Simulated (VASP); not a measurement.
Cd, 2 atoms in the cell. It takes space group P6_3/mmc (No. 194, hexagonal). Conventional cell: a = 2.882 Å, b = 2.882 Å, c = 5.638 Å, α = 90.00°, β = 90.00°, γ = 120.00°. Cd (site symmetry -6m2) has 12 Cd at 2.88 to 3.27 Å within 3.8 Å. 

| Quantity | Value |
| --- | --- |
| Program | VASP 6.6.1 |
| Task | single point |
| Functional | LDA |
| Potentials or basis | VASP PAW LDA potentials, release 64 (Cd_sv_GW) |
| Cutoff | 630 eV |
| k mesh | 13 × 13 × 6 |
| Occupations | gaussian, width 0.3 eV |
| Spin | no spin polarisation |
| Dipole correction | no |
| Further INCAR settings | ALGO = Normal; EDIFF = 1e-06; NBANDS = 27 |

Potentials or basis: VASP PAW LDA potentials, release 64 (Cd_sv_GW).

Run with:

```console
$ cat potpaw_LDA.64/Cd_sv_GW/POTCAR > POTCAR
$ mpirun -np 1 vasp_std > vasp.out
```

Hardware: 1 thread of Intel(R) Xeon(R) 6975P-C (Granite Rapids), on a shared host.

Q: How long does it take, and how much memory?

A: Wall time 39 s on 1 thread of Intel(R) Xeon(R) 6975P-C (Granite Rapids), on a shared host, peak memory 0.24 GiB. Counts: scf iterations 11, k points 84.
